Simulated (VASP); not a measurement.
Write the native input for VASP 6.6.1 that does the following.

```
Task                   : single point
Functional             : PBEsol
Potentials or basis    : VASP PAW PBE potentials, release 64 (Li_sv, Cl)
Cutoff                 : 520 eV
k mesh                 : 8 × 8 × 8
Occupations            : gaussian, width 0.05 eV
Spin                   : no spin polarisation
Dipole correction      : no
Further INCAR settings : ALGO = Normal; EDIFF = 1e-07; NBANDS = 12
```

The structure of LiCl lies in POSCAR:

```
LiCl
1.0
    0.0000000000      2.6417028000      2.5647600000
    2.6417028000      0.0000000000      2.5647600000
    2.6417028000      2.6417028000      0.0000000000
Li Cl
1 1
Direct
    0.0000000000      0.0000000000      0.0000000000
    0.5000000000      0.5000000000      0.5000000000
```

This cell differs from its parent crystal: strain +0.0300 x Voigt [1, 1, 0, 0, 0, 0].

The input as run:

INCAR

```
SYSTEM = LiCl
PREC = Accurate
ENCUT = 520
EDIFF = 1E-7
ISMEAR = 0
SIGMA = 0.05
LREAL = .FALSE.
LASPH = .TRUE.
NELM = 60
ALGO = Normal
ISIF = 2
LWAVE = .FALSE.
LCHARG = .TRUE.
GGA = PS
LELF = .TRUE.
LVHAR = .TRUE.
NBANDS = 12
```

KPOINTS

```
regular mesh
0
G
  8 8 8
  0 0 0
```

Potentials or basis: VASP PAW PBE potentials, release 64 (Li_sv, Cl).

Command:

```sh
$ cat potpaw_PBE.64/Li_sv/POTCAR potpaw_PBE.64/Cl/POTCAR > POTCAR
$ mpirun -np 1 vasp_std > vasp.out
```

It gave:

- Band gap on the k mesh: 5.79 eV

Caveat: the cell differs from its parent crystal (strain +0.0300 x Voigt [1, 1, 0, 0, 0, 0]).

It took 36 s on 1 thread of Intel Xeon 8259CL, with other jobs on the host, peak memory 0.16 GiB.
